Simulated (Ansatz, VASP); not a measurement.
**Te2Mo: VASP beside Ansatz**

```
Te Mo
1.0
     3.41455    0.00000    0.00000
    -1.70727    2.95709    0.00000
     0.00000    0.00000   17.25701
Te Mo
2 1
Direct
  0.33333 0.66667 0.89479
  0.33333 0.66667 0.10521
  0.00000 0.00000 0.00000
```

Change from the starting cell: equal strain along all axes, cell held, atoms relaxed: -1.5 %.

Alike in both runs: functional LDA; k mesh 12 × 12 × 2; occupations gaussian, width 0.02 eV; no spin polarisation.

Ansatz relaxed the structure, and its values are those at the end. VASP's run is a single point on that final structure, the one shown.

```csv
,VASP,Ansatz
version,VASP 6.6.1,Ansatz 0.2.0
potentials or method,"VASP PAW LDA potentials, release 64 (Te, Mo_sv), cutoff 520 eV","scalar-relativistic, plane waves, PAW"
valence electrons in the cell,26,46
```

Ansatz gave:

| Item | Value |
| --- | --- |
| gap on the k mesh at the Fermi level (eV) | 1.26 |
| least direct gap on the mesh (eV) | 1.38 |
| rms of the force components (eV/Å) | 0.000 |

Estimate VASP's values.

gap on the k mesh at the Fermi level (eV): 1.26; least direct gap on the mesh (eV): 1.38; rms of the force components (eV/Å): 0.028.

LDA's correlation is that of Perdew and Zunger in VASP and of Perdew and Wang (1992) in Ansatz. VASP's potentials hold 26 valence electrons a cell and Ansatz's 46, so a difference there can come from the potentials and not from the codes. Ansatz's warnings: stress scf threshold loose.

Spin-orbit coupling is off throughout.
